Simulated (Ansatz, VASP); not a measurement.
Two plane-wave programs on SrCl2

The input INCAR:

```
SYSTEM = SrCl2
  PREC = Accurate
  ENCUT = 520
  EDIFF = 1E-7
  ISMEAR = -1
  SIGMA = 0.02
  LREAL = .False.
  LASPH = .True.
  NELM = 80
  ALGO = Normal
  ISIF = 2
  LWAVE = .False.
  LCHARG = .False.
  GGA = PE
  NBANDS = 19
```

Contents of KPOINTS:

```
Automatic mesh
0
Gamma
  6 6 6
  0 0 0
```

Contents of POSCAR:

```
SrCl2
1.0
    0.0000000000      3.3927865422      3.5578080138
    3.3927865422      0.0000000000      3.5578080138
    3.3927865422      3.3927865422      0.0000000000
Sr Cl
1 2
Direct
    0.0000000000      0.0000000000      0.0000000000
    0.2500000000      0.2500000000      0.2500000000
    0.7500000000      0.7500000000      0.7500000000
```

Input for Ansatz:

```yaml
crystal:
  lattice:
    - [0.0, 3.3927865422, 3.5578080138]
    - [3.3927865422, 0.0, 3.5578080138]
    - [3.3927865422, 3.3927865422, 0.0]
  atoms:
    - { symbol: Sr, position: [0.0, 0.0, 0.0] }
    - { symbol: Cl, position: [0.25, 0.25, 0.25] }
    - { symbol: Cl, position: [0.75, 0.75, 0.75] }
kpoints:
  mp_grid: { grid: [6, 6, 6] }
  band_path:
    path:
      - [0.0, 0.0, 0.0]
      - [0.5, 0.0, 0.5]
      - [0.625, 0.25, 0.625]
      - [0.375, 0.375, 0.75]
      - [0.5, 0.5, 0.5]
      - [0.5, 0.25, 0.75]
    npoints: 1
hamiltonian:
  xc: pbe
scf:
  occupations: { method: fermi_dirac, width: 0.02 }
  n_extra_bands: 4
output:
  forces: true
  stress: true
  eigenvalues: true
```

Change from the starting cell: epitaxial_xy strain -3.0%.

Alike in both runs: task single point; functional PBE; k mesh 6 × 6 × 6; occupations fermi-dirac, width 0.02 eV; no spin polarisation.

```csv
,VASP,Ansatz
version,VASP 6.6.1,Ansatz 0.2.0
potentials or method,"VASP PAW PBE potentials, release 64 (Sr_sv, Cl)","plane waves, PAW"
plane-wave cutoff (eV),520,420
valence electrons in the cell,24,24
```

|  | VASP | Ansatz | Ansatz less VASP |
| --- | --- | --- | --- |
| gap on the k mesh at the Fermi level (eV) | 5.26 | 5.26 | +0.005 |
| pressure (GPa) | 2.6 | 2.5 | -0.11 |
| traceless stress, the component that is largest in VASP (GPa) | -1.70 | -1.71 | -0.011 |
